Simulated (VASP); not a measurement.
# Tc (P6_3/mmc) in VASP: further runs

Aim: see how the results for Tc move with the level of theory and the settings. Levels: PBEsol, PBEsol+D3(BJ). Tasks: single point.

All numbers are computed with VASP 6.6.1; they aren't measurements. Logs are shortened: lines on timing, memory, paths and dates and some standing lists are left out, and cuts for length are marked.

### Step 1. The cell of the first run

Symmetry: P6_3/mmc, No. 194, hexagonal system. The conventional cell has a = 2.672 Å, b = 2.672 Å, c = 4.288 Å, α = 90.00°, β = 90.00°, γ = 120.00°. Tc (site symmetry -6m2) has 12 Tc at 2.64 to 2.67 Å within 3.5 Å.

### Step 2. Single point, PBEsol

File INCAR:

```
ALGO = Normal
EDIFF = 1E-7
ENCUT = 520
GGA = PS
ISIF = 2
ISMEAR = -1
LASPH = True
LCHARG = False
LREAL = False
LWAVE = False
NBANDS = 20
NELM = 80
PREC = Accurate
SIGMA = 0.05
```

File KPOINTS:

```
k-points
0
Gamma
  11 11 6
```

File POSCAR:

```
Tc
1.0
    2.6724458957      0.0000000000      0.0000000000
   -1.3362229478      2.3144060359      0.0000000000
    0.0000000000      0.0000000000      4.2877299805
Tc
2
Direct
    0.6666666667      0.3333333333      0.7500000000
    0.3333333333      0.6666666667      0.2500000000
```

Potentials or basis: VASP PAW PBE potentials, release 64 (Tc_pv).

Run with:

```
cat potpaw_PBE.64/Tc_pv/POTCAR > POTCAR
mpirun -np 1 vasp_std > vasp.out
```

OUTCAR:

```text
EDIFF = 1E-7
   ENCUT = 520
   GGA = PS
   ISIF = 2
   ISMEAR = -1
   LASPH = True
   LREAL = False
   NELM = 80
   PREC = Accurate

 ion  position               nearest neighbor table
   1  0.667  0.333  0.750-   2 2.64   2 2.64   2 2.64   2 2.64   2 2.64   2 2.64
   2  0.333  0.667  0.250-   1 2.64   1 2.64   1 2.64   1 2.64   1 2.64   1 2.64

  LATTYP: Found a hexagonal cell.
 ALAT       =     2.6724458957
 C/A-ratio  =     1.6044216227

  Lattice vectors:

 A1 = (   2.6724458957,   0.0000000000,   0.0000000000)
 A2 = (  -1.3362229478,   2.3144060359,   0.0000000000)
 A3 = (   0.0000000000,   0.0000000000,   4.2877299805)

Analysis of symmetry for initial positions (statically):
=====================================================================
 Subroutine PRICEL returns:
 Original cell was already a primitive cell.

 Routine SETGRP: Setting up the symmetry group for a
 hexagonal supercell.

 Subroutine GETGRP returns: Found 24 space group operations
 (whereof 12 operations were pure point group operations)
 out of a pool of 24 trial point group operations.

The static configuration has the point symmetry D_3d.
 The point group associated with its full space group is D_6h.

Analysis of symmetry for dynamics (positions and initial velocities):
=====================================================================
 Subroutine PRICEL returns:
 Original cell was already a primitive cell.

 Routine SETGRP: Setting up the symmetry group for a
 hexagonal supercell.

 Subroutine GETGRP returns: Found 24 space group operations
 (whereof 12 operations were pure point group operations)
 out of a pool of 24 trial point group operations.

The dynamic configuration has the point symmetry D_3d.
 The point group associated with its full space group is D_6h.

 Subroutine INISYM returns: Found 24 space group operations
 (whereof 12 operations are pure point group operations),
 and found     1 'primitive' translations

----------------------------------------------------------------------------------------

                                     Primitive cell

  volume of cell :      26.5201

  direct lattice vectors                    reciprocal lattice vectors
     2.672445896  0.000000000  0.000000000     0.374189053  0.216038151  0.000000000
    -1.336222948  2.314406036  0.000000000     0.000000000  0.432076301  0.000000000
     0.000000000  0.000000000  4.287729980     0.000000000  0.000000000  0.233223642

  length of vectors
     2.672445896  2.672445896  4.287729980     0.432076301  0.432076301  0.233223642

  position of ions in fractional coordinates (direct lattice)
     0.666666667  0.333333333  0.750000000
     0.333333333  0.666666667  0.250000000

  ion indices of the primitive-cell ions
   primitive index   ion index
                 1           1
                 2           2

----------------------------------------------------------------------------------------

 KPOINTS: k-points

Automatic generation of k-mesh.
 Grid dimensions read from file:
 generate k-points for:   11   11    6

 Generating k-lattice:

  Cartesian coordinates                     Fractional coordinates (reciprocal lattice)
     0.034017187  0.019639832  0.000000000     0.090909091  0.000000000  0.000000000
     0.000000000  0.039279664  0.000000000     0.000000000  0.090909091  0.000000000
     0.000000000  0.000000000  0.038870607     0.000000000  0.000000000  0.166666667

  Length of vectors
     0.039279664  0.039279664  0.038870607

  Shift w.r.t. Gamma in fractional coordinates (k-lattice)
     0.000000000  0.000000000  0.000000000

 Subroutine IBZKPT returns following result:
 ===========================================

 Found     64 irreducible k-points:

 Following reciprocal coordinates:
            Coordinates               Weight
  0.000000  0.000000  0.000000      1.000000
  0.090909 -0.000000  0.000000      6.000000
  0.181818  0.000000  0.000000      6.000000
  0.272727 -0.000000  0.000000      6.000000
  0.363636  0.000000  0.000000      6.000000
  0.454545 -0.000000  0.000000      6.000000
[... 16 lines left out ...]
  0.090909  0.090909  0.166667     12.000000
  0.181818  0.090909  0.166667     24.000000
 [... further k-points ...]
   k-points           NKPTS =     64   k-points in BZ     NKDIM =     64   number of bands    NBANDS=     20
   number of dos      NEDOS =    301   number of ions     NIONS =      2
   total plane-waves  NPLWV =  12800
   dimension x,y,z NGX =    20 NGY =   20 NGZ =   32
   dimension x,y,z NGXF=    40 NGYF=   40 NGZF=   64
   ions per type =               2
   NGX,Y,Z   is equivalent  to a cutoff of  12.44, 12.44, 12.41 a.u.
   NGXF,Y,Z  is equivalent  to a cutoff of  24.88, 24.88, 24.81 a.u.
 SYSTEM =  unknown system
   PREC   = accura    normal or accurate (medium, high low for compatibility)
   ISTART =      0    job   : 0-new  1-cont  2-samecut
   ICHARG =      2    charge: 1-file 2-atom 10-const
   ISPIN  =      1    spin polarized calculation?
   LNONCOLLINEAR =      F non collinear calculations
   LSORBIT =      F    spin-orbit coupling
   LASPH  =      T    aspherical Exc in radial PAW
   ENCUT  =  520.0 eV  38.22 Ry    6.18 a.u.   4.97  4.97  7.97*2*pi/ulx,y,z
   NELM   =     80;   NELMIN=  2; NELMDL= -5     # of ELM steps
   EDIFF  = 0.1E-06   stopping-criterion for ELM
   LREAL  =      F    real-space projection
   EDIFFG = 0.1E-05   stopping-criterion for IOM
   NSW    =      0    number of steps for IOM
   IBRION =     -1    ionic relax: 0-MD 1-quasi-New 2-CG
   NFREE  =      0    steps in history (QN), initial steepest desc. (CG)
   ISIF   =      2    stress and relaxation
   ISYM   =      2    0-nonsym 1-usesym 2-fastsym
   POTIM  = 0.5000    time-step for ionic-motion
   TEBEG  =    0.0;   TEEND  =   0.0 temperature during run
   PSTRESS=    0.0 pullay stress
   NELECT =      26.0000    total number of electrons
   NUPDOWN=      -1.0000    fix difference up-down
   EMIN   =  10.00;   EMAX   =-10.00  energy-range for DOS
   EFERMI =   0.00;   METHOD = LEGACY
   ISMEAR =    -1;   SIGMA  =   0.05  broadening in eV -4-tet -1-fermi 0-gaus
   EFERMI_NEDOS =   21; number of points for ismear=-14 and -15
   IALGO  =     38    algorithm
   IMIX   =      4    mixing-type and parameters
     AMIX     =   0.40;   BMIX     =  1.00
     AMIX_MAG =   1.60;   BMIX_MAG =  1.00
  volume/ion in A,a.u.               =      13.26        89.48
  Fermi-wavevector in a.u.,A,eV,Ry     =   1.626325  3.073308 35.986494  2.644933
  Thomas-Fermi vector in A             =   2.719303
   LORBIT       =      0    0 simple, 1 ext, 2 COOP (PROOUT), +10 PAW based schemes
   GGA     = PS    functional components
   LHFCALC =     F    Hartree Fock is set to
   AEXX    =    0.0000 exact exchange contribution
   IVDW    =     0    specifies the selected vdW correction
   LEPSILON=     F    determine dielectric tensor
   LRPA    =     F    only Hartree local field effects (RPA)
 non-spin polarized calculation
  energy-cutoff  :      520.00
  volume of cell :       26.52
 maximum number of plane-waves:       732
 NGX is ok and might be reduce to    20
   NGX =  9   NGY =  9   NGZ = 15

 number of electron      26.0000007 magnetization

 Free energy of the ion-electron system (eV)
  ---------------------------------------------------
  ext. energy  EPLUGINS =         0.00000000
  ---------------------------------------------------
  free energy    TOTEN  =       -22.45828443 eV

  energy without entropy =      -22.44231046  energy(sigma->0) =      -22.45029744

 E-fermi :  13.8485     XC(G=0): -14.3945

 val. band max:       13.8319119978   @ k =   0.3636   0.2727   0.5000
 cond. band min:      13.8858513312   @ k =   0.1818   0.0909   0.3333
 fundamental gap:      0.0539393334
 Fermi energy:        13.8484757237

 k-point     1 :       0.0000    0.0000    0.0000
  band No.  band energies     occupation
      1     -25.7608      2.00000
      2     -24.3396      2.00000
      3     -24.3396      2.00000
      4     -24.1047      2.00000
      5     -24.1047      2.00000
      6     -24.0536      2.00000
[... 12 lines left out ...]
     19      25.9404      0.00000
     20      28.1737      0.00000

 k-point     2 :       0.0909   -0.0000    0.0000
  band No.  band energies     occupation
      1     -25.7181      2.00000
      2     -24.4382      2.00000
      3     -24.3714      2.00000
      4     -24.2065      2.00000
      5     -24.1180      2.00000
      6     -24.0716      2.00000
[... 12 lines left out ...]
     19      25.9093      0.00000
     20      28.8758      0.00000

 k-point     3 :       0.1818    0.0000    0.0000
  band No.  band energies     occupation
      1     -25.5965      2.00000
      2     -24.7016      2.00000
      3     -24.4705      2.00000
      4     -24.4532      2.00000
      5     -24.1564      2.00000
      6     -24.1264      2.00000
[... 12 lines left out ...]
     19      25.6969      0.00000
     20      30.3118      0.00000

 k-point     4 :       0.2727   -0.0000    0.0000
  band No.  band energies     occupation
      1     -25.4163      2.00000
      2     -25.0433      2.00000
      3     -24.7986      2.00000
      4     -24.5547      2.00000
      5     -24.2186      2.00000
      6     -24.2105      2.00000
[... 12 lines left out ...]
     19      25.3059      0.00000
     20      29.0323      0.00000

 k-point     5 :       0.3636    0.0000    0.0000
  band No.  band energies     occupation
      1     -25.3529      2.00000
      2     -25.2125      2.00000
      3     -25.0854      2.00000
      4     -24.6439      2.00000
      5     -24.3408      2.00000
      6     -24.2625      2.00000
[... 12 lines left out ...]
     19      25.5639      0.00000
     20      26.4075      0.00000
[... 353 lines left out ...]
      6     -24.2887      2.00000
[... 12 lines left out ...]
     19      26.3411      0.00000
     20      27.6202      0.00000

 k-point    22 :       0.4545   -0.0000    0.1667
  band No.  band energies     occupation
      1     -25.6020      2.00000
      2     -25.3376      2.00000
      3     -24.9173      2.00000
      4     -24.6695      2.00000
      5     -24.4234      2.00000
      6     -24.3217      2.00000
[... 12 lines left out ...]
     19      25.9214      0.00000
     20      27.0831      0.00000

 k-point    23 :       0.0909    0.0909    0.1667
  band No.  band energies     occupation
      1     -25.5529      2.00000
      2     -24.5687      2.00000
      3     -24.5080      2.00000
      4     -24.3774      2.00000
      5     -24.1784      2.00000
      6     -24.1505      2.00000
[... 12 lines left out ...]
     19      26.9997      0.00000
     20      29.4534      0.00000

 k-point    24 :       0.1818    0.0909    0.1667
  band No.  band energies     occupation
      1     -25.4458      2.00000
      2     -24.8362      2.00000
      3     -24.7617      2.00000
      4     -24.4930      2.00000
      5     -24.2519      2.00000
      6     -24.1996      2.00000
[... 12 lines left out ...]
     19      26.8687      0.00000
     20      30.2549      0.00000

 [... further k-points ...]
[... 5 lines left out ...]
  --------------------------------------------------------------------------------------
  -------------------------------------------------------------------------------------
  Total        3.1870525      3.1870525      3.1901379      0.0000000      0.0000000     -0.0000000
  in kB      192.5412982    192.5412982    192.7276973      0.0000000      0.0000000     -0.0000000
  external PRESSURE =     192.6034313 kB  Pullay stress =       0.0000000 kB

 VOLUME and BASIS-vectors are now :
 -----------------------------------------------------------------------------
  energy-cutoff  :      520.00
  volume of cell :       26.52
      direct lattice vectors                 reciprocal lattice vectors
     2.672445896  0.000000000  0.000000000     0.374189053  0.216038151  0.000000000
    -1.336222948  2.314406036  0.000000000     0.000000000  0.432076301  0.000000000
     0.000000000  0.000000000  4.287729980     0.000000000  0.000000000  0.233223642

 POSITION                                       TOTAL-FORCE (eV/Angst)
 -----------------------------------------------------------------------------------
      1.33622      0.77147      3.21580        -0.000000      0.000000      0.000000
     -0.00000      1.54294      1.07193         0.000000      0.000000      0.000000
 -----------------------------------------------------------------------------------
    total drift:                               -0.000000      0.000000     -0.000000

  FREE ENERGIE OF THE ION-ELECTRON SYSTEM (eV)
  ---------------------------------------------------
  free  energy   TOTEN  =       -22.4582844268 eV

  energy  without entropy=      -22.4423104609  energy(sigma->0) =      -22.45029744
```

Run time: 35 s. Hardware: 1 thread of Intel Xeon 8259CL, shared host; peak memory 0.15 GiB.

What came out:

```yaml
Free_energy: -22.4583 eV
Pressure: 19.3 GPa
Band_gap_on_the_k_mesh: zero (band 13 reaches 15.44 eV, above the bottom of band 14 at 11.95 eV)
```

Caveat: the PAW data sets were made with another functional, which shifts forces and pressure a little.

### Step 3. Single point, PBEsol+D3(BJ)

This run uses another cell than the first one, of 13.69 Å³/atom, 1.033 times its volume.

File INCAR:

```
PREC     = Accurate       # precision mode
ENCUT    = 520            # plane-wave cutoff, eV
EDIFF    = 1E-6           # SCF threshold, eV
ISMEAR   = -1             # smearing method
SIGMA    = 0.05           # smearing width, eV
LREAL    = False          # projectors in reciprocal space
LASPH    = True           # aspherical terms in the spheres
NELM     = 60             # most SCF steps
ALGO     = Normal         # electronic algorithm
ISIF     = 2              # what is computed and relaxed
LWAVE    = False          # write WAVECAR
LCHARG   = True           # write CHGCAR
GGA      = PS             # functional
IVDW     = 12             # dispersion correction
LELF     = True           # ELF
LVHAR    = True         
NBANDS   = 20             # bands
```

File KPOINTS:

```
Automatic mesh
0
Gamma
  11 11 6
```

File POSCAR:

```
Tc
1.0
    2.7010568748      0.0000000000      0.0000000000
   -1.3505284374      2.3391838706      0.0000000000
    0.0000000000      0.0000000000      4.3344924476
Tc
2
Direct
    0.6666666667      0.3333333333      0.7500000000
    0.3333333333      0.6666666667      0.2500000000
```

Potentials or basis: VASP PAW PBE potentials, release 64 (Tc_pv).

Run with:

```
cat potpaw_PBE.64/Tc_pv/POTCAR > POTCAR
mpirun -np 1 vasp_std > vasp.out
```

Run time: 32 s. Hardware: 1 thread of Intel Xeon 8259CL, shared host; peak memory 0.16 GiB.

The run converged. Its results:

- Free energy: -23.8188 eV
- Pressure: -0.7 GPa
- Band gap on the k mesh: zero (band 13 reaches 14.80 eV, above the bottom of band 14 at 11.47 eV)
- Dispersion energy per atom: -0.645 eV

Levels at points of the mesh, in eV from the Fermi level:
| k point | band 9 | band 10 | band 11 | band 12 | band 13 | band 14 | band 15 | band 16 | band 17 | band 18 |
| --- | --- | --- | --- | --- | --- | --- | --- | --- | --- | --- |
| (0.00, 0.00, 0.00) | -1.66 | -1.66 | -1.58 | -0.89 | -0.89 | -0.12 | -0.12 | 1.78 | 2.72 | 2.72 |
| (0.00, 0.00, 0.50) | -1.97 | -1.97 | -1.79 | -1.79 | -1.79 | -1.79 | 2.01 | 2.01 | 2.01 | 2.01 |

Caveat: the PAW data sets were made with another functional, which shifts forces and pressure a little; pairwise dispersion overbinds metals, which lowers pressure and volume.
